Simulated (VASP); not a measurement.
# ZnS (P6_3mc) in VASP: a series of runs

The runs below take ZnS through single point, relaxation of cell and atoms, with PBEsol.

All numbers are computed with VASP 6.6.1; they aren't measurements. Logs are shortened: lines on timing, memory, paths and dates and some standing lists are left out, and cuts for length are marked.

## 1. The cell of the first run

The structure is hexagonal, space group P6_3mc (No. 186). The conventional cell has a = 3.782 Å, b = 3.782 Å, c = 6.209 Å, α = 90.00°, β = 90.00°, γ = 120.00°. Within 3.1 Å of Zn (site symmetry 3m) lie 4 S at 2.32 Å. S (site symmetry 3m) has 4 Zn at 2.32 Å within 3.1 Å.

## 2. Single point, PBEsol

INCAR reads:

```
SYSTEM = ZnS
PREC     = Accurate       ! precision mode
ENCUT    = 520            ! plane-wave cutoff, eV
EDIFF    = 1E-7           ! SCF threshold, eV
ISMEAR   = -1             ! smearing method
SIGMA    = 0.08           ! smearing width, eV
LREAL    = .FALSE.        ! projectors in reciprocal space
LASPH    = .TRUE.         ! aspherical terms in the spheres
NELM     = 100            ! most SCF steps
ALGO     = Normal         ! electronic algorithm
ISIF     = 2              ! what is computed and relaxed
LWAVE    = .FALSE.        ! write WAVECAR
LCHARG   = .TRUE.         ! write CHGCAR
GGA      = PS             ! functional
LELF     = .TRUE.         ! ELF
LVHAR    = .TRUE.       
NBANDS   = 26             ! bands
```

KPOINTS reads:

```
regular mesh
0
G
  12 12 8
  0 0 0
```

POSCAR reads:

```
ZnS
1.0
    3.7815727570      0.0000000000      0.0000000000
   -1.8907863785      3.2749380738      0.0000000000
    0.0000000000      0.0000000000      6.2089827959
Zn S
2 2
Direct
    0.3333333333      0.6666666667      0.0054426075
    0.6666666667      0.3333333333      0.5054426075
    0.3333333333      0.6666666667      0.3795573925
    0.6666666667      0.3333333333      0.8795573925
```

Potentials or basis: VASP PAW PBE potentials, release 64 (Zn, S).

The run is started by

```console
> cat potpaw_PBE.64/Zn/POTCAR potpaw_PBE.64/S/POTCAR > POTCAR
> mpirun -np 1 vasp_std > vasp.out
```

OUTCAR:

```text
SYSTEM = ZnS
   PREC = Accurate
   ENCUT = 520
   EDIFF = 1E-7
   ISMEAR = -1
   LREAL = .FALSE.
   LASPH = .TRUE.
   NELM = 100
   ISIF = 2
   GGA = PS

 ion  position               nearest neighbor table
   1  0.333  0.667  0.005-   4 2.32   4 2.32   4 2.32   3 2.32
   2  0.667  0.333  0.505-   3 2.32   3 2.32   3 2.32   4 2.32
   3  0.333  0.667  0.380-   2 2.32   2 2.32   2 2.32   1 2.32
   4  0.667  0.333  0.880-   1 2.32   1 2.32   1 2.32   2 2.32

  LATTYP: Found a hexagonal cell.
 ALAT       =     3.7815727570
 C/A-ratio  =     1.6419048885

  Lattice vectors:

 A1 = (   3.7815727570,   0.0000000000,   0.0000000000)
 A2 = (  -1.8907863785,   3.2749380738,   0.0000000000)
 A3 = (   0.0000000000,   0.0000000000,   6.2089827959)

Analysis of symmetry for initial positions (statically):
=====================================================================
 Subroutine PRICEL returns:
 Original cell was already a primitive cell.

 Routine SETGRP: Setting up the symmetry group for a
 hexagonal supercell.

 Subroutine GETGRP returns: Found 12 space group operations
 (whereof  6 operations were pure point group operations)
 out of a pool of 24 trial point group operations.

The static configuration has the point symmetry C_3v.
 The point group associated with its full space group is C_6v.

Analysis of symmetry for dynamics (positions and initial velocities):
=====================================================================
 Subroutine PRICEL returns:
 Original cell was already a primitive cell.

 Routine SETGRP: Setting up the symmetry group for a
 hexagonal supercell.

 Subroutine GETGRP returns: Found 12 space group operations
 (whereof  6 operations were pure point group operations)
 out of a pool of 24 trial point group operations.

The dynamic configuration has the point symmetry C_3v.
 The point group associated with its full space group is C_6v.

 Subroutine INISYM returns: Found 12 space group operations
 (whereof  6 operations are pure point group operations),
 and found     1 'primitive' translations

----------------------------------------------------------------------------------------

                                     Primitive cell

  volume of cell :      76.8946

  direct lattice vectors                    reciprocal lattice vectors
     3.781572757  0.000000000  0.000000000     0.264440238  0.152674643  0.000000000
    -1.890786379  3.274938074  0.000000000     0.000000000  0.305349285  0.000000000
[... 89 lines left out ...]
   EDIFF  = 0.1E-06   stopping-criterion for ELM
   LREAL  =      F    real-space projection
   EDIFFG = 0.1E-05   stopping-criterion for IOM
   NSW    =      0    number of steps for IOM
   IBRION =     -1    ionic relax: 0-MD 1-quasi-New 2-CG
   NFREE  =      0    steps in history (QN), initial steepest desc. (CG)
   ISIF   =      2    stress and relaxation
   ISYM   =      2    0-nonsym 1-usesym 2-fastsym
   POTIM  = 0.5000    time-step for ionic-motion
   TEBEG  =    0.0;   TEEND  =   0.0 temperature during run
   PSTRESS=    0.0 pullay stress
   NELECT =      36.0000    total number of electrons
   NUPDOWN=      -1.0000    fix difference up-down
   EMIN   =  10.00;   EMAX   =-10.00  energy-range for DOS
   EFERMI =   0.00;   METHOD = LEGACY
   ISMEAR =    -1;   SIGMA  =   0.08  broadening in eV -4-tet -1-fermi 0-gaus
   EFERMI_NEDOS =   21; number of points for ismear=-14 and -15
   IALGO  =     38    algorithm
   IMIX   =      4    mixing-type and parameters
     AMIX     =   0.40;   BMIX     =  1.00
     AMIX_MAG =   1.60;   BMIX_MAG =  1.00
  volume/ion in A,a.u.               =      19.22       129.73
  Fermi-wavevector in a.u.,A,eV,Ry     =   1.271190  2.402200 21.985967  1.615923
  Thomas-Fermi vector in A             =   2.404136
   LORBIT       =      0    0 simple, 1 ext, 2 COOP (PROOUT), +10 PAW based schemes
   GGA     = PS    functional components
   LHFCALC =     F    Hartree Fock is set to
   AEXX    =    0.0000 exact exchange contribution
   IVDW    =     0    specifies the selected vdW correction
   LEPSILON=     F    determine dielectric tensor
   LRPA    =     F    only Hartree local field effects (RPA)
 non-spin polarized calculation
  energy-cutoff  :      520.00
  volume of cell :       76.89
 maximum number of plane-waves:      2088
   NGX = 15   NGY = 15   NGZ = 23

 number of electron      36.0000003 magnetization

 Free energy of the ion-electron system (eV)
  ---------------------------------------------------
  ext. energy  EPLUGINS =         0.00000000
  ---------------------------------------------------
  free energy    TOTEN  =       -15.16743762 eV

  energy without entropy =      -15.16743759  energy(sigma->0) =      -15.16743760

 E-fermi :   3.4690     XC(G=0):  -9.9644

 val. band max:        2.2795228644   @ k =   0.0000   0.0000   0.0000
 cond. band min:       4.4402984727   @ k =   0.0000   0.0000   0.0000
 fundamental gap:      2.1607756083
 Fermi energy:         3.4689961999

 k-point     1 :       0.0000    0.0000    0.0000
  band No.  band energies     occupation
      1     -11.0893      2.00000
      2     -10.0931      2.00000
      3      -4.2099      2.00000
      4      -4.1932      2.00000
      5      -4.1932      2.00000
      6      -4.1076      2.00000
[... 685 lines left out ...]
     25      10.9812      0.00000
     26      12.0315      0.00000

 [... further k-points ...]

------------------------ aborting loop because EDIFF is reached ----------------------------------------

  FORCE on cell =-STRESS in cart. coord.  units (eV):
  Direction    XX          YY          ZZ          XY          YZ          ZX
  --------------------------------------------------------------------------------------
  -------------------------------------------------------------------------------------
  Total        0.1033801      0.1033801      0.0885946      0.0000000      0.0000000      0.0000000
  in kB        2.1540282      2.1540282      1.8459571      0.0000000      0.0000000      0.0000000
  external PRESSURE =       2.0513378 kB  Pullay stress =       0.0000000 kB

 VOLUME and BASIS-vectors are now :
 -----------------------------------------------------------------------------
  energy-cutoff  :      520.00
  volume of cell :       76.89
      direct lattice vectors                 reciprocal lattice vectors
     3.781572757  0.000000000  0.000000000     0.264440238  0.152674643  0.000000000
    -1.890786379  3.274938074  0.000000000     0.000000000  0.305349285  0.000000000
     0.000000000  0.000000000  6.208982796     0.000000000  0.000000000  0.161056977

 POSITION                                       TOTAL-FORCE (eV/Angst)
 -----------------------------------------------------------------------------------
     -0.00000      2.18329      0.03379         0.000000      0.000000      0.000767
      1.89079      1.09165      3.13828         0.000000     -0.000000      0.000767
     -0.00000      2.18329      2.35667        -0.000000     -0.000000     -0.000767
      1.89079      1.09165      5.46116        -0.000000     -0.000000     -0.000767
 -----------------------------------------------------------------------------------
    total drift:                               -0.000000     -0.000000     -0.000333

  FREE ENERGIE OF THE ION-ELECTRON SYSTEM (eV)
  ---------------------------------------------------
  free  energy   TOTEN  =       -15.1674376154 eV

  energy  without entropy=      -15.1674375912  energy(sigma->0) =      -15.16743760
```

OSZICAR:

```text
N       E                     dE             d eps       ncg     rms          rms(c)
DAV:   1     0.242891284440E+03    0.24289E+03   -0.17090E+04  4940   0.168E+03
DAV:   2     0.850831305959E+01   -0.23438E+03   -0.22392E+03  5094   0.350E+02
DAV:   3    -0.153774236840E+02   -0.23886E+02   -0.23641E+02  5856   0.111E+02
DAV:   4    -0.159750920974E+02   -0.59767E+00   -0.59628E+00  5778   0.176E+01
DAV:   5    -0.159841312737E+02   -0.90392E-02   -0.90364E-02  6040   0.217E+00    0.993E+00
DAV:   6    -0.151797674503E+02    0.80436E+00   -0.17783E+00  6638   0.406E+01    0.760E+00
DAV:   7    -0.151773180922E+02    0.24494E-02   -0.12188E+00  5244   0.683E+00    0.330E+00
DAV:   8    -0.151677389758E+02    0.95791E-02   -0.29728E-02  6420   0.168E+00    0.858E-01
DAV:   9    -0.151672351054E+02    0.50387E-03   -0.97240E-03  6670   0.144E+00    0.217E-01
DAV:  10    -0.151673201397E+02   -0.85034E-04   -0.50570E-04  5968   0.307E-01    0.112E-01
DAV:  11    -0.151674367130E+02   -0.11657E-03   -0.17690E-04  5120   0.927E-02    0.397E-02
DAV:  12    -0.151674358595E+02    0.85352E-06   -0.82022E-06  6312   0.616E-02    0.953E-03
DAV:  13    -0.151674378325E+02   -0.19730E-05   -0.43042E-06  5144   0.113E-02    0.316E-03
DAV:  14    -0.151674376232E+02    0.20933E-06   -0.32524E-07  5860   0.733E-03    0.219E-03
DAV:  15    -0.151674376154E+02    0.77339E-08   -0.14766E-07  2810   0.236E-03
   1 F= -.15167438E+02 E0= -.15167438E+02  d E =-.242226E-07
```

stdout:

```text
POSCAR found type information on POSCAR ZnS
 POSCAR found :  2 types and       4 ions
 scaLAPACK will be used
 -----------------------------------------------------------------------------
|                                                                             |
|                                                                             |
|     You enforced a specific xc type in the INCAR file but a different       |
|     I HOPE YOU KNOW WHAT YOU ARE DOING!                                     |
|                                                                             |
 -----------------------------------------------------------------------------

 LDA part: xc-table for (Slater+PW92), standard interpolation
 POSCAR, INCAR and KPOINTS ok, starting setup
 FFT: planning ... GRIDC
 FFT: planning ... GRID_SOFT
 FFT: planning ... GRID
 WAVECAR not read
 entering main loop
```

It took 2.7 min on 1 thread of AMD EPYC 9R45 (Zen 5), shared host; peak memory 0.26 GiB.

What came out:

| Item | Value |
| --- | --- |
| Free energy | -15.1674 eV |
| Pressure | 0.2 GPa |
| Band gap on the k mesh | 2.16 eV, direct |

Caveat: the PAW data sets were made with another functional, which shifts forces and pressure a little. A k mesh can miss the band edges.

## 3. Relaxation of cell and atoms, PBEsol

This run uses another cell than the first one, of 19.60 Å³/atom, 1.020 times its volume.

INCAR reads:

```
PREC = Accurate ; ENCUT = 600
EDIFF = 1E-6 ; ISMEAR = -1
SIGMA = 0.08 ; LREAL = False
LASPH = True ; NELM = 60
ALGO = Normal ; ISIF = 3
LWAVE = False ; LCHARG = False
GGA = PS ; IBRION = 2
NSW = 100 ; EDIFFG = -0.002
```

KPOINTS reads:

```
regular mesh
0
Gamma
  12 12 8
```

POSCAR reads:

```
ZnS
1.0
    3.8110000000      0.0000000000      0.0000000000
   -1.9055000000      3.3004228138      0.0000000000
    0.0000000000      0.0000000000      6.2340000000
Zn S
2 2
Direct
    0.3333333333      0.6666666667      0.0000000000
    0.6666666667      0.3333333333      0.5000000000
    0.3333333333      0.6666666667      0.3850000000
    0.6666666667      0.3333333333      0.8850000000
```

Potentials or basis: VASP PAW PBE potentials, release 64 (Zn, S).

The run is started by

```console
> cat potpaw_PBE.64/Zn/POTCAR potpaw_PBE.64/S/POTCAR > POTCAR
> mpirun -np 1 vasp_std > vasp.out
```

OUTCAR:

```text
PREC = Accurate
   ENCUT = 600
   EDIFF = 1E-6
   ISMEAR = -1
   LREAL = False
   LASPH = True
   NELM = 60
   ISIF = 3
   GGA = PS
   IBRION = 2
   NSW = 100
   EDIFFG = -0.002

 ion  position               nearest neighbor table
   1  0.333  0.667  0.000-   4 2.31   4 2.31   4 2.31   3 2.40
   2  0.667  0.333  0.500-   3 2.31   3 2.31   3 2.31   4 2.40
   3  0.333  0.667  0.385-   2 2.31   2 2.31   2 2.31   1 2.40
   4  0.667  0.333  0.885-   1 2.31   1 2.31   1 2.31   2 2.40

  LATTYP: Found a hexagonal cell.
 ALAT       =     3.8110000000
 C/A-ratio  =     1.6357911309

  Lattice vectors:

 A1 = (   3.8110000000,   0.0000000000,   0.0000000000)
 A2 = (  -1.9055000000,   3.3004228138,   0.0000000000)
 A3 = (   0.0000000000,   0.0000000000,   6.2340000000)
[... 377 lines left out ...]
  ext. energy  EPLUGINS =         0.00000000
  ---------------------------------------------------
  free energy    TOTEN  =       -15.16814434 eV

  energy without entropy =      -15.16814431  energy(sigma->0) =      -15.16814432

 E-fermi :   3.4375     XC(G=0):  -9.9518

 val. band max:        2.2530057134   @ k =   0.0000   0.0000   0.0000
 cond. band min:       4.4031566392   @ k =   0.0000   0.0000   0.0000
 fundamental gap:      2.1501509258
 Fermi energy:         3.4375275263

 k-point     1 :       0.0000    0.0000    0.0000
  band No.  band energies     occupation
      1     -11.0954      2.00000
      2     -10.1036      2.00000
      3      -4.2246      2.00000
      4      -4.2084      2.00000
      5      -4.2084      2.00000
      6      -4.1233      2.00000
[... 589 lines left out ...]
     21       7.9382      0.00000
     22       8.6188      0.00000

 [... further k-points ...]

------------------------ aborting loop because EDIFF is reached ----------------------------------------

  FORCE on cell =-STRESS in cart. coord.  units (eV):
  Direction    XX          YY          ZZ          XY          YZ          ZX
  --------------------------------------------------------------------------------------
  -------------------------------------------------------------------------------------
  Total        0.0010321      0.0010321     -0.0027266      0.0000000     -0.0000000      0.0000000
  in kB        0.0214486      0.0214486     -0.0566602      0.0000000     -0.0000000      0.0000000
  external PRESSURE =      -0.0045877 kB  Pullay stress =       0.0000000 kB
[... 19 lines left out ...]
  FREE ENERGIE OF THE ION-ELECTRON SYSTEM (eV)
  ---------------------------------------------------
  free  energy   TOTEN  =       -15.1681443365 eV

  energy  without entropy=      -15.1681443106  energy(sigma->0) =      -15.16814432

 reached required accuracy - stopping structural energy minimisation
```

OSZICAR:

```text
N       E                     dE             d eps       ncg     rms          rms(c)
DAV:   1     0.250212519182E+03    0.25021E+03   -0.19101E+04  4180   0.219E+03
DAV:   2     0.935206285487E+01   -0.24086E+03   -0.23485E+03  4282   0.406E+02
DAV:   3    -0.153042390460E+02   -0.24656E+02   -0.24470E+02  4972   0.126E+02
DAV:   4    -0.159458181290E+02   -0.64158E+00   -0.64068E+00  4930   0.209E+01
[... 187 lines left out ...]
       N       E                     dE             d eps       ncg     rms          rms(c)
DAV:   1    -0.151681514673E+02   -0.70181E-05   -0.25418E-04  4798   0.150E-01    0.206E-02
DAV:   2    -0.151681469325E+02    0.45348E-05   -0.24052E-05  5152   0.896E-02    0.983E-03
DAV:   3    -0.151681448243E+02    0.21082E-05   -0.18624E-06  2964   0.177E-02    0.498E-03
DAV:   4    -0.151681443365E+02    0.48780E-06   -0.18312E-06  2390   0.111E-02
  35 F= -.15168144E+02 E0= -.15168144E+02  d E =-.132675E-05
```

It took 27 min on 1 thread of AMD EPYC 9R45 (Zen 5), shared host; peak memory 0.29 GiB.

Results:

- Free energy: -15.1681 eV
- Relaxed volume: 19.27 Å³/atom
- Relaxed cell: a = 3.785 Å, b = 3.785 Å, c = 6.213 Å, α = 90.00°, β = 90.00°, γ = 120.00°
- Space group after relaxing (to 0.05 Å): P6_3mc (No. 186)
- Energy gained by relaxing: 6.5 meV/atom
- Ionic steps: 35
- Pressure after relaxing: 0.0 GPa
- Band gap on the k mesh: 2.15 eV, direct

Step by step:
```tsv
step	energy change (eV)	largest force (eV/Å)	pressure (GPa)	volume (Å³)
1	0.0000	0.3085	-1.10	78.41
2	-0.0199	0.1198	0.24	76.89
3	-0.0200	0.0999	0.34	76.76
4	-0.0232	0.0458	0.04	77.05
5	-0.0244	0.0020	-0.20	77.29
6	-0.0245	0.0167	-0.25	77.38
7	-0.0258	0.0102	0.02	77.13
8	-0.0258	0.0083	-0.08	77.14
9	-0.0258	0.0086	-0.03	77.14
10	-0.0258	0.0008	0.07	77.08
11	-0.0258	0.0029	-0.03	77.09
12	-0.0258	0.0015	0.02	77.08
13	-0.0258	0.0036	-0.01	77.08
14	-0.0258	0.0003	0.00	77.09
15	-0.0258	0.0020	-0.01	77.09
16	-0.0258	0.0018	0.02	77.09
17	-0.0258	0.0027	-0.01	77.09
18	-0.0258	0.0029	-0.01	77.09
19	-0.0258	0.0028	-0.01	77.09
20	-0.0258	0.0025	0.00	77.09
21	-0.0258	0.0023	0.00	77.09
22	-0.0258	0.0021	0.00	77.09
23	-0.0258	0.0021	0.00	77.09
24	-0.0258	0.0020	0.00	77.09
25	-0.0258	0.0020	0.00	77.09
26	-0.0258	0.0020	0.00	77.09
27	-0.0258	0.0020	0.00	77.09
28	-0.0258	0.0020	0.00	77.09
29	-0.0258	0.0020	0.00	77.09
30	-0.0258	0.0020	0.00	77.09
31	-0.0258	0.0020	0.00	77.09
32	-0.0258	0.0020	0.00	77.09
33	-0.0258	0.0020	0.00	77.09
34	-0.0258	0.0010	-0.02	77.09
35	-0.0258	0.0008	0.00	77.10
```

Final structure:
```cif
data_structure
_symmetry_space_group_name_H-M 'P 1'
_symmetry_Int_Tables_number 1
_cell_length_a 3.7854
_cell_length_b 3.7854
_cell_length_c 6.2130
_cell_angle_alpha 90.000
_cell_angle_beta 90.000
_cell_angle_gamma 120.000
_cell_volume 77.10
loop_
_atom_site_label
_atom_site_type_symbol
_atom_site_fract_x
_atom_site_fract_y
_atom_site_fract_z
_atom_site_occupancy
Zn1 Zn 0.33333 0.66667 0.00541 1
Zn2 Zn 0.66667 0.33333 0.50540 1
S1 S 0.33333 0.66667 0.37960 1
S2 S 0.66667 0.33333 0.87959 1
```

Levels at points of the mesh, in eV from the valence-band top:
```tsv
k point	band 15	band 16	band 17	band 18	band 19	band 20	band 21	band 22
(0.00, 0.00, 0.00)	-0.93	-0.09	0.00	0.00	2.15	3.02	6.21	6.21
(0.50, 0.00, 0.00)	-3.42	-2.34	-1.79	-0.92	3.52	4.20	4.96	6.81
(0.00, 0.00, 0.50)	-0.49	-0.49	-0.49	-0.49	3.50	3.50	6.67	6.67
(0.50, 0.00, 0.50)	-1.71	-1.71	-1.69	-1.69	3.41	3.41	5.10	5.10
```

Caveat: the PAW data sets were made with another functional, which shifts forces and pressure a little.
